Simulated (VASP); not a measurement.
Runs of VASP 6.6.1 on Te. The structure is that of space group C2/m (No. 12), or close to it. The cells are those of the table. 

| task | cell | gap on the mesh (eV) | pressure (GPa) | largest force (eV/Å) |
| --- | --- | --- | --- | --- |
| single point | a = 4.869, b = 4.869, c = 3.973 Å, angles 91.6, 91.6, 58.5°, 3 atoms | none | 4.0 | 0.43 |
| single point | a = 4.820, b = 4.820, c = 3.933 Å, angles 91.6, 91.6, 58.5°, 3 atoms | none | (b) | 0.52 |
| electric field gradients | a = 4.832, b = 4.874, c = 3.958 Å, angles 90.9, 91.4, 58.5°, 3 atoms | none | 4.9 | 0.44 |
| single point | a = 4.837, b = 4.837, c = 3.946 Å, angles 91.6, 91.6, 58.5°, 3 atoms | none | 5.7 | 0.49 |
| single point | a = 4.885, b = 4.885, c = 3.986 Å, angles 91.6, 91.6, 58.5°, 3 atoms | none | (a) | 0.41 |
| single point | a = 4.787, b = 4.787, c = 3.906 Å, angles 91.6, 91.6, 58.5°, 3 atoms | none | 8.7 | 0.58 |

Alike in all rows: level LDA; potentials or basis VASP PAW LDA potentials, release 64 (Te); no spin polarisation; k mesh 8 × 8 × 8; cutoff (eV) 520; smearing fermi-dirac 0.05 eV.

Problem. Estimate the missing entries.

Solution. (a) 3.2; (b) 6.7.

Caveats: the cell stands under pressure; spin-orbit coupling is left out, which moves the levels of the heavy elements.

A k mesh can miss the band edges, and the runs leave out spin-orbit coupling on Te.

A gap of «none» marks levels without a gap at the run's occupations.
